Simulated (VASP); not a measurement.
# Ta2N (C2/m) in VASP: notebook

Runs on Ta2N. Level: PBE. Tasks: single point.

All numbers are computed with VASP 6.6.1; they aren't measurements. Logs are shortened: lines on timing, memory, paths and dates and some standing lists are left out, and cuts for length are marked.

### Step 1. The cell of the first run

Symmetry: C2/m, No. 12, monoclinic system. Conventional cell: a = 5.264 Å, b = 3.101 Å, c = 4.882 Å, α = 90.00°, β = 90.00°, γ = 90.00°. Within 2.8 Å of Ta (site symmetry m) lie 3 N at 2.15 to 2.17 Å. Within 2.8 Å of N (site symmetry 2/m) lie 6 Ta at 2.15 to 2.17 Å.

### Step 2. Single point, PBE (strain -0.0200 x Voigt [0, 1, 0, 0, 0, 0])

INCAR reads:

```
SYSTEM = Ta2N
ALGO     = Normal         ! electronic algorithm
EDIFF    = 1E-6           ! SCF threshold, eV
ENCUT    = 520            ! plane-wave cutoff, eV
GGA      = PE             ! functional
ISIF     = 2              ! what is computed and relaxed
ISMEAR   = 0              ! smearing method
LASPH    = .TRUE.         ! aspherical terms in the spheres
LCHARG   = .FALSE.        ! write CHGCAR
LREAL    = .FALSE.        ! projectors in reciprocal space
LWAVE    = .FALSE.        ! write WAVECAR
NBANDS   = 20             ! bands
NELM     = 80             ! most SCF steps
PREC     = Accurate       ! precision mode
SIGMA    = 0.15           ! smearing width, eV
```

KPOINTS reads:

```
k-points
0
G
  18 18 10
  0 0 0
```

POSCAR reads:

```
Ta2N
1.0
    3.1011400584      0.0000000000      0.0000000000
   -1.5505700292      2.6319527499      0.0000000000
    0.0000000000      0.0000000000      4.8818900414
Ta N
2 1
Direct
    0.6666666667      0.3333333333      0.7449050326
    0.3333333333      0.6666666667      0.2550949674
    0.0000000000      0.0000000000      0.0000000000
```

Potentials or basis: VASP PAW PBE potentials, release 64 (Ta_pv, N).

Run with:

```console
> cat potpaw_PBE.64/Ta_pv/POTCAR potpaw_PBE.64/N/POTCAR > POTCAR
> mpirun -np 1 vasp_std > vasp.out
```

OUTCAR:

```text
SYSTEM = Ta2N
   EDIFF = 1E-6
   ENCUT = 520
   GGA = PE
   ISIF = 2
   ISMEAR = 0
   LASPH = .TRUE.
   LREAL = .FALSE.
   NELM = 80
   PREC = Accurate

 ion  position               nearest neighbor table
   1  0.667  0.333  0.745-   3 2.15   3 2.17   3 2.17   2 2.97   2 2.98   2 2.98   2 3.05   2 3.06
                             2 3.06
   2  0.333  0.667  0.255-   3 2.15   3 2.17   3 2.17   1 2.97   1 2.98   1 2.98   1 3.05   1 3.06
                             1 3.06
   3  0.000  0.000  0.000-   2 2.15   1 2.15   2 2.17   1 2.17   1 2.17   2 2.17

  Warning from LATTYP: Monoclinic adjustment (A1->A3, A2->A1, A3->A2)!
  LATTYP: Found a base centered orthorhombic cell.
 ALAT       =     3.1011400584
 B/A-ratio  =     1.6974097915
 C/A-ratio  =     1.5742243012

  Lattice vectors:

 A1 = (   1.5505700292,  -2.6319527499,   0.0000000000)
 A2 = (   1.5505700292,   2.6319527499,   0.0000000000)
 A3 = (   0.0000000000,   0.0000000000,   4.8818900414)

Analysis of symmetry for initial positions (statically):
=====================================================================
 Subroutine PRICEL returns:
 Original cell was already a primitive cell.

 Routine SETGRP: Setting up the symmetry group for a
 base centered orthorhombic supercell.

 Subroutine GETGRP returns: Found  4 space group operations
 (whereof  4 operations were pure point group operations)
 out of a pool of  8 trial point group operations.

The static configuration has the point symmetry C_2h.

Analysis of symmetry for dynamics (positions and initial velocities):
=====================================================================
 Subroutine PRICEL returns:
 Original cell was already a primitive cell.

 Routine SETGRP: Setting up the symmetry group for a
 base centered orthorhombic supercell.

 Subroutine GETGRP returns: Found  4 space group operations
 (whereof  4 operations were pure point group operations)
 out of a pool of  8 trial point group operations.

The dynamic configuration has the point symmetry C_2h.

 Subroutine INISYM returns: Found  4 space group operations
 (whereof  4 operations are pure point group operations),
 and found     1 'primitive' translations

----------------------------------------------------------------------------------------

                                     Primitive cell

  volume of cell :      39.8463

  direct lattice vectors                    reciprocal lattice vectors
     3.101140058  0.000000000  0.000000000     0.322462056  0.189973015  0.000000000
    -1.550570029  2.631952750  0.000000000     0.000000000  0.379946031  0.000000000
     0.000000000  0.000000000  4.881890041     0.000000000  0.000000000  0.204838698

  length of vectors
     3.101140058  3.054741019  4.881890041     0.374261305  0.379946031  0.204838698

  position of ions in fractional coordinates (direct lattice)
     0.666666667  0.333333333  0.744905033
     0.333333333  0.666666667  0.255094967
     0.000000000  0.000000000  0.000000000

  ion indices of the primitive-cell ions
   primitive index   ion index
                 1           1
                 2           2
                 3           3

----------------------------------------------------------------------------------------

 KPOINTS: k-points

Automatic generation of k-mesh.
 Grid dimensions read from file:
 generate k-points for:   18   18   10

 Generating k-lattice:

  Cartesian coordinates                     Fractional coordinates (reciprocal lattice)
     0.017914559  0.010554056  0.000000000     0.055555556 -0.000000000  0.000000000
     0.000000000  0.021108113  0.000000000     0.000000000  0.055555556  0.000000000
     0.000000000  0.000000000  0.020483870     0.000000000  0.000000000  0.100000000

  Length of vectors
     0.020792295  0.021108113  0.020483870

  Shift w.r.t. Gamma in fractional coordinates (k-lattice)
     0.000000000  0.000000000  0.000000000

 Subroutine IBZKPT returns following result:
 ===========================================

 Found    866 irreducible k-points:

 Following reciprocal coordinates:
            Coordinates               Weight
  0.000000  0.000000  0.000000      1.000000
  0.055556 -0.000000  0.000000      4.000000
  0.111111 -0.000000  0.000000      4.000000
  0.166667 -0.000000  0.000000      4.000000
  0.222222  0.000000  0.000000      4.000000
  0.277778 -0.000000  0.000000      4.000000
[... 16 lines left out ...]
 -0.333333  0.055556  0.000000      4.000000
 -0.277778  0.055556  0.000000      4.000000
 [... further k-points ...]
   k-points           NKPTS =    866   k-points in BZ     NKDIM =    866   number of bands    NBANDS=     20
   number of dos      NEDOS =    301   number of ions     NIONS =      3
   total plane-waves  NPLWV =  20736
   dimension x,y,z NGX =    24 NGY =   24 NGZ =   36
   dimension x,y,z NGXF=    48 NGYF=   48 NGZF=   72
   ions per type =               2   1
   NGX,Y,Z   is equivalent  to a cutoff of  12.87, 13.06, 12.26 a.u.
   NGXF,Y,Z  is equivalent  to a cutoff of  25.73, 26.12, 24.52 a.u.
 SYSTEM =  Ta2N
   PREC   = accura    normal or accurate (medium, high low for compatibility)
   ISTART =      0    job   : 0-new  1-cont  2-samecut
   ICHARG =      2    charge: 1-file 2-atom 10-const
   ISPIN  =      1    spin polarized calculation?
   LNONCOLLINEAR =      F non collinear calculations
   LSORBIT =      F    spin-orbit coupling
   LASPH  =      T    aspherical Exc in radial PAW
   ENCUT  =  520.0 eV  38.22 Ry    6.18 a.u.   5.77  5.68  9.08*2*pi/ulx,y,z
   NELM   =     80;   NELMIN=  2; NELMDL= -5     # of ELM steps
   EDIFF  = 0.1E-05   stopping-criterion for ELM
   LREAL  =      F    real-space projection
   EDIFFG = 0.1E-04   stopping-criterion for IOM
   NSW    =      0    number of steps for IOM
   IBRION =     -1    ionic relax: 0-MD 1-quasi-New 2-CG
   NFREE  =      0    steps in history (QN), initial steepest desc. (CG)
   ISIF   =      2    stress and relaxation
   ISYM   =      2    0-nonsym 1-usesym 2-fastsym
   POTIM  = 0.5000    time-step for ionic-motion
   TEBEG  =    0.0;   TEEND  =   0.0 temperature during run
   PSTRESS=    0.0 pullay stress
   NELECT =      27.0000    total number of electrons
   NUPDOWN=      -1.0000    fix difference up-down
   EMIN   =  10.00;   EMAX   =-10.00  energy-range for DOS
   EFERMI =   0.00;   METHOD = LEGACY
   ISMEAR =     0;   SIGMA  =   0.15  broadening in eV -4-tet -1-fermi 0-gaus
   EFERMI_NEDOS =   21; number of points for ismear=-14 and -15
   IALGO  =     38    algorithm
   IMIX   =      4    mixing-type and parameters
     AMIX     =   0.40;   BMIX     =  1.00
     AMIX_MAG =   1.60;   BMIX_MAG =  1.00
  volume/ion in A,a.u.               =      13.28        89.63
  Fermi-wavevector in a.u.,A,eV,Ry     =   1.437916  2.717268 28.131449  2.067603
  Thomas-Fermi vector in A             =   2.556941
   LORBIT       =      0    0 simple, 1 ext, 2 COOP (PROOUT), +10 PAW based schemes
   GGA     = PE    functional components
   LHFCALC =     F    Hartree Fock is set to
   AEXX    =    0.0000 exact exchange contribution
   IVDW    =     0    specifies the selected vdW correction
   LEPSILON=     F    determine dielectric tensor
   LRPA    =     F    only Hartree local field effects (RPA)
 non-spin polarized calculation
 Gauss-broadening in eV      SIGMA  =   0.15
  energy-cutoff  :      520.00
  volume of cell :       39.85
 maximum number of plane-waves:      1093
   NGX = 11   NGY = 11   NGZ = 19

 number of electron      26.9999999 magnetization

 Free energy of the ion-electron system (eV)
  ---------------------------------------------------
  ext. energy  EPLUGINS =         0.00000000
  ---------------------------------------------------
  free energy    TOTEN  =       -34.36349198 eV

  energy without entropy =      -34.34987603  energy(sigma->0) =      -34.35668401

 E-fermi :   7.6964     XC(G=0): -12.9814

 val. band max:        7.6929098289   @ k =  -0.2222   0.0556   0.0000
 cond. band min:       7.6986986016   @ k =   0.2778   0.2222   0.4000
 fundamental gap:      0.0057887727
 Fermi energy:         7.6964436256

 k-point     1 :       0.0000    0.0000    0.0000
  band No.  band energies     occupation
      1     -27.9876      2.00000
      2     -27.2005      2.00000
      3     -27.1705      2.00000
      4     -27.0764      2.00000
      5     -27.0461      2.00000
      6     -26.9753      2.00000
[... 12 lines left out ...]
     19       9.0190      0.00000
     20      12.7587      0.00000

 k-point     2 :       0.0556   -0.0000    0.0000
  band No.  band energies     occupation
      1     -27.9777      2.00000
      2     -27.2181      2.00000
      3     -27.1814      2.00000
      4     -27.0933      2.00000
      5     -27.0516      2.00000
      6     -26.9786      2.00000
[... 12 lines left out ...]
     19       9.2493      0.00000
     20      12.7756      0.00000

 k-point     3 :       0.1111   -0.0000    0.0000
  band No.  band energies     occupation
      1     -27.9487      2.00000
      2     -27.2753      2.00000
      3     -27.2051      2.00000
      4     -27.1495      2.00000
      5     -27.0598      2.00000
      6     -26.9889      2.00000
[... 12 lines left out ...]
     19       9.8261      0.00000
     20      12.7123      0.00000

 k-point     4 :       0.1667   -0.0000    0.0000
  band No.  band energies     occupation
      1     -27.9026      2.00000
      2     -27.3669      2.00000
      3     -27.2407      2.00000
      4     -27.2317      2.00000
      5     -27.0700      2.00000
      6     -27.0069      2.00000
[... 12 lines left out ...]
     19      10.7428      0.00000
     20      12.5073      0.00000

 k-point     5 :       0.2222    0.0000    0.0000
  band No.  band energies     occupation
      1     -27.8426      2.00000
      2     -27.4798      2.00000
      3     -27.3410      2.00000
      4     -27.2694      2.00000
      5     -27.0833      2.00000
      6     -27.0330      2.00000
[... 12 lines left out ...]
     19      11.6568      0.00000
     20      12.2938      0.00000

 k-point     6 :       0.2778   -0.0000    0.0000
  band No.  band energies     occupation
      1     -27.7752      2.00000
      2     -27.5973      2.00000
      3     -27.4469      2.00000
      4     -27.3046      2.00000
      5     -27.0984      2.00000
      6     -27.0671      2.00000
[... 12 lines left out ...]
     19      12.0049      0.00000
     20      12.6790      0.00000

 k-point     7 :       0.3333    0.0000    0.0000
  band No.  band energies     occupation
      1     -27.7419      2.00000
      2     -27.6680      2.00000
      3     -27.5430      2.00000
      4     -27.3364      2.00000
      5     -27.1134      2.00000
      6     -27.1079      2.00000
[... 12 lines left out ...]
     19      11.9872      0.00000
     20      13.2459      0.00000
[... 277 lines left out ...]
 k-point    20 :       0.5000    0.0556    0.0000
  band No.  band energies     occupation
      1     -27.8806      2.00000
      2     -27.6751      2.00000
      3     -27.5365      2.00000
      4     -27.3944      2.00000
      5     -27.2063      2.00000
      6     -27.1512      2.00000
[... 12 lines left out ...]
     19      12.1099      0.00000
     20      12.3272      0.00000

 k-point    21 :      -0.4444    0.0556    0.0000
  band No.  band energies     occupation
      1     -27.8405      2.00000
      2     -27.6414      2.00000
      3     -27.5785      2.00000
      4     -27.3831      2.00000
      5     -27.1759      2.00000
      6     -27.1454      2.00000
[... 12 lines left out ...]
     19      12.1241      0.00000
     20      12.6127      0.00000

 k-point    22 :      -0.3889    0.0556    0.0000
  band No.  band energies     occupation
      1     -27.7697      2.00000
      2     -27.6413      2.00000
      3     -27.5794      2.00000
      4     -27.3597      2.00000
      5     -27.1352      2.00000
      6     -27.1318      2.00000
[... 12 lines left out ...]
     19      12.0960      0.00000
     20      12.9720      0.00000

 k-point    23 :      -0.3333    0.0556    0.0000
  band No.  band energies     occupation
      1     -27.7406      2.00000
      2     -27.6421      2.00000
      3     -27.4994      2.00000
      4     -27.3254      2.00000
      5     -27.1194      2.00000
      6     -27.0895      2.00000
[... 12 lines left out ...]
     19      12.0441      0.00000
     20      13.0766      0.00000

 k-point    24 :      -0.2778    0.0556    0.0000
  band No.  band energies     occupation
      1     -27.8044      2.00000
      2     -27.5344      2.00000
      3     -27.4101      2.00000
      4     -27.2816      2.00000
      5     -27.1026      2.00000
      6     -27.0518      2.00000
[... 12 lines left out ...]
     19      12.0205      0.00000
     20      12.3574      0.00000

 [... further k-points ...]

------------------------ aborting loop because EDIFF is reached ----------------------------------------

  FORCE on cell =-STRESS in cart. coord.  units (eV):
  Direction    XX          YY          ZZ          XY          YZ          ZX
  --------------------------------------------------------------------------------------
  -------------------------------------------------------------------------------------
  Total        1.0005893      2.5765634      1.2767840      0.0000000      0.3164802      0.0000000
  in kB       40.2326816    103.6010004     51.3381894      0.0000000     12.7253460      0.0000000
  external PRESSURE =      65.0572905 kB  Pullay stress =       0.0000000 kB

 VOLUME and BASIS-vectors are now :
 -----------------------------------------------------------------------------
  energy-cutoff  :      520.00
  volume of cell :       39.85
      direct lattice vectors                 reciprocal lattice vectors
     3.101140058  0.000000000  0.000000000     0.322462056  0.189973015  0.000000000
    -1.550570029  2.631952750  0.000000000     0.000000000  0.379946031  0.000000000
     0.000000000  0.000000000  4.881890041     0.000000000  0.000000000  0.204838698

 POSITION                                       TOTAL-FORCE (eV/Angst)
 -----------------------------------------------------------------------------------
      1.55057      0.87732      3.63654        -0.000000     -0.033194     -0.240394
     -0.00000      1.75464      1.24535         0.000000      0.033194      0.240394
      0.00000      0.00000      0.00000         0.000000      0.000000      0.000000
 -----------------------------------------------------------------------------------
    total drift:                                0.000000     -0.000000      0.000000

  FREE ENERGIE OF THE ION-ELECTRON SYSTEM (eV)
  ---------------------------------------------------
  free  energy   TOTEN  =       -34.3634919820 eV

  energy  without entropy=      -34.3498760322  energy(sigma->0) =      -34.35668401
```

Wall time 11 min (1 thread of Intel Xeon Platinum 8259CL at 2.50GHz (Skylake/Cascade Lake), shared host); peak memory 0.66 GiB.

Results:

```
Free energy   : -34.3635 eV
Pressure      : 6.5 GPa
Largest force : 0.243 eV/Å
```

Forces in eV/Å, atoms in the order of the input:
```
Ta   0.000 -0.033 -0.240
Ta   0.000  0.033  0.240
N    0.000  0.000  0.000
```

Caveat: the cell differs from its parent crystal (strain -0.0200 x Voigt [0, 1, 0, 0, 0, 0]); spin-orbit coupling is left out, which moves the levels of the heavy elements.

(Part 1 of 2 ends here.)
